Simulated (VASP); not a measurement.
Write the native input for VASP 6.6.1 that does the following.

| Property | Result |
| --- | --- |
| Task | single point |
| Functional | PBEsol |
| Potentials or basis | VASP PAW PBE potentials, release 64 (Re) |
| Cutoff | 520 eV |
| k mesh | 18 × 18 × 10 |
| Occupations | gaussian, width 0.15 eV |
| Spin | no spin polarisation |
| Dipole correction | no |
| Further INCAR settings | ALGO = Fast; EDIFF = 1e-06; NBANDS = 14 |

The structure of Re lies in POSCAR:

```
Re
1.0
    2.7502953086      0.0000000000     -0.1512662420
   -1.3751476543      2.3818256051     -0.0553672873
   -0.2443809628     -0.2443809628      4.4432902328
Re
2
Direct
    0.3333333333      0.6666666667      0.2500000000
    0.6666666667      0.3333333333      0.7500000000
```

This cell differs from its parent crystal: engineering shear strain xz -0.1100, engineering shear strain yz -0.1100.

One way to write it, as run:

INCAR

```
PREC = Accurate ; ENCUT = 520
EDIFF = 1E-6 ; ISMEAR = 0
SIGMA = 0.15 ; LREAL = False
LASPH = True ; NELM = 100
ALGO = Fast ; ISIF = 2
LWAVE = False ; LCHARG = True
GGA = PS ; LELF = True
LVHAR = True ; NBANDS = 14
```

KPOINTS

```
regular mesh
0
Gamma
  18 18 10
```

Potentials or basis: VASP PAW PBE potentials, release 64 (Re).

Run with:

```sh
$ cat potpaw_PBE.64/Re/POTCAR > POTCAR
$ mpirun -np 1 vasp_std > vasp.out
```

Results of the run:

```json
{
  "Pressure": "7.0 GPa",
  "Largest force": "0.317 eV/Å",
  "Band gap on the k mesh": "zero (bands 7 and 8 overlap by 2.97 eV)"
}
```

Caveat: the cell differs from its parent crystal (engineering shear strain xz -0.1100, engineering shear strain yz -0.1100); the cell stands under pressure; the PAW data sets were made with another functional, which shifts forces and pressure a little; spin-orbit coupling is left out, which moves the levels of the heavy elements.

Wall time 17 min on 1 thread of Oxide Virtual Turin-like Processor, with other jobs on the host, peak memory 0.6 GiB.
